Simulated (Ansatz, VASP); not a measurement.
**CdS: VASP beside Ansatz**

```
Cd S
1.0
     4.26117    0.00000    0.00000
    -2.13058    3.69028    0.00000
     0.00000    0.00000    5.80417
Cd S
1 1
Direct
  0.00000 0.00000 0.44269
  0.66667 0.33333 0.43431
```

Alike in both runs: task single point; functional PBEsol; k mesh 6 × 6 × 4; no spin polarisation.

```csv
,VASP,Ansatz
version,VASP 6.6.1,Ansatz 0.2.0
potentials or method,"VASP PAW PBE potentials, release 64 (Cd_sv_GW, S), cutoff 630 eV","plane waves, PAW"
occupations,"gaussian, width 0.01 eV",fixed
valence electrons in the cell,26,26
```

```tsv
	VASP	Ansatz	Ansatz less VASP
pressure (GPa)	-1.5	-1.5	+0.05
traceless stress, the component that is largest in VASP (GPa)	1.48	1.49	+0.016
```

VASP's potentials were made for PBE, not for PBEsol.
